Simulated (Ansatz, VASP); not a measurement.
# Two plane-wave programs on CuNi4

```xyz
5
Lattice="-2.7984 2.7984 1.7683 2.7984 -2.7984 1.7683 2.7984 2.7984 -1.7683" Properties=species:S:1:pos:R:3 pbc="T T T"
Cu    0.0000    0.0000    0.0000
Ni    1.1095    2.2415    0.0000
Ni   -0.5569    1.6889    1.7683
Ni    3.3553    1.1095    0.0000
Ni    1.6889    0.5569    1.7683
```

Alike in both runs: functional PBE; k mesh 12 × 12 × 12; occupations fermi-dirac, width 0.15 eV; no spin polarisation.

Ansatz relaxed the structure, and its values are those at the end. VASP's run is a single point on that final structure, the one shown.

|  | VASP | Ansatz |
| --- | --- | --- |
| version | VASP 6.6.1 | Ansatz 0.2.0 |
| potentials or method | VASP PAW PBE potentials, release 64 (Cu, Ni), cutoff 520 eV | scalar-relativistic, plane waves, PAW |
| valence electrons in the cell | 51 | 91 |

|  | VASP | Ansatz | Ansatz less VASP |
| --- | --- | --- | --- |
| gap on the k mesh at the Fermi level (eV) | none | none | - |
| pressure (GPa) | 0.0 | 0.0 | -0.05 |

A gap of «none» marks a metal or a gap that the smearing closes. The functional is the same, so the differences come from potentials, cutoffs and numerics. VASP's potentials hold 51 valence electrons a cell and Ansatz's 91, so a difference there can come from the potentials and not from the codes.
